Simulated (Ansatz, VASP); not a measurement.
Two plane-wave programs on SrO

Contents of INCAR:

```
  ALGO = Normal
  EDIFF = 1E-6
  ENCUT = 600
  GGA = PE
  GGA_COMPAT = False
  ISIF = 2
  ISMEAR = 0
  LASPH = True
  LCHARG = False
  LREAL = False
  LWAVE = False
  NBANDS = 15
  NELM = 120
  PREC = Accurate
  SIGMA = 0.1
```

File KPOINTS:

```
k-points
0
Gamma
  6 6 6
```

Contents of POSCAR:

```
SrO
1.0
    0.0000000000      2.5480567472      2.5480567472
    2.5480567472      0.0000000000      2.5480567472
    2.5480567472      2.5480567472      0.0000000000
Sr O
1 1
Direct
    0.0000000000      0.0000000000      0.0000000000
    0.5000000000      0.5000000000      0.5000000000
```

Input for Ansatz:

```yaml
crystal:
  lattice:
    - [0.0, 2.5480567472, 2.5480567472]
    - [2.5480567472, 0.0, 2.5480567472]
    - [2.5480567472, 2.5480567472, 0.0]
  atoms:
    - { symbol: Sr, position: [0.0, 0.0, 0.0] }
    - { symbol: O, position: [0.5, 0.5, 0.5] }
basis:
  ecutwfc: 420
kpoints:
  mp_grid: { grid: [6, 6, 6] }
hamiltonian:
  xc: pbe
scf:
  occupations: { method: gaussian, width: 0.1 }
output:
  forces: true
  stress: true
  eigenvalues: true
```

Alike in both runs: task single point; functional PBE; k mesh 6 × 6 × 6; occupations gaussian, width 0.1 eV; no spin polarisation.

|  | VASP | Ansatz |
| --- | --- | --- |
| version | VASP 6.6.1 | Ansatz 0.2.0 |
| potentials or method | VASP PAW PBE potentials, release 64 (Sr_sv, O), cutoff 600 eV | scalar-relativistic, plane waves, PAW |
| valence electrons in the cell | 16 | 16 |

```tsv
	VASP	Ansatz	Ansatz less VASP
gap on the k mesh at the Fermi level (eV)	3.25	3.30	+0.051
least direct gap on the mesh (eV)	3.32	3.36	+0.039
pressure (GPa)	6.1	5.5	-0.57
```
